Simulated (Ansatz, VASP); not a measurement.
**Ag: VASP beside Ansatz**

```
Ag
1.0
     2.94392    0.00000    0.00000
    -1.47196    2.54951    0.00000
     0.00000    0.00000   10.00000
Ag
4
Direct
  0.33333 0.66667 0.25000
  0.66667 0.33333 0.75000
  0.00000 0.00000 0.00000
  0.00000 0.00000 0.50000
```

Change from the starting cell: equal xx and yy strain of +2 %, PAW files.

Alike in both runs: task electric field gradients; functional LDA; k mesh 14 × 14 × 4; occupations fermi-dirac, width 0.08 eV; no spin polarisation.

|  | VASP | Ansatz |
| --- | --- | --- |
| version | VASP 6.6.1 | Ansatz 0.2.0 |
| potentials or method | VASP PAW LDA potentials, release 64 (Ag) | PAW with Ansatz's default frozen-core files, scalar-relativistic |
| plane-wave cutoff (eV) | 520 | 420 |
| valence electrons in the cell | 44 | 76 |

VASP gave:

```
pressure (GPa)                                                : -13.6
traceless stress, the component that is largest in VASP (GPa) : -1.36
size of Vzz on the site where it differs most (V/Å²)          : 6.8
```

**Question.** Estimate Ansatz's values.

**Answer.** Pressure (GPa): -13.7; traceless stress, the component that is largest in VASP (GPa): -1.34; size of Vzz on the site where it differs most (V/Å²): 3.5.

LDA's correlation is that of Perdew and Zunger in VASP and of Perdew and Wang (1992) in Ansatz. VASP's potentials hold 44 valence electrons a cell and Ansatz's 76, so a difference there can come from the potentials and not from the codes.
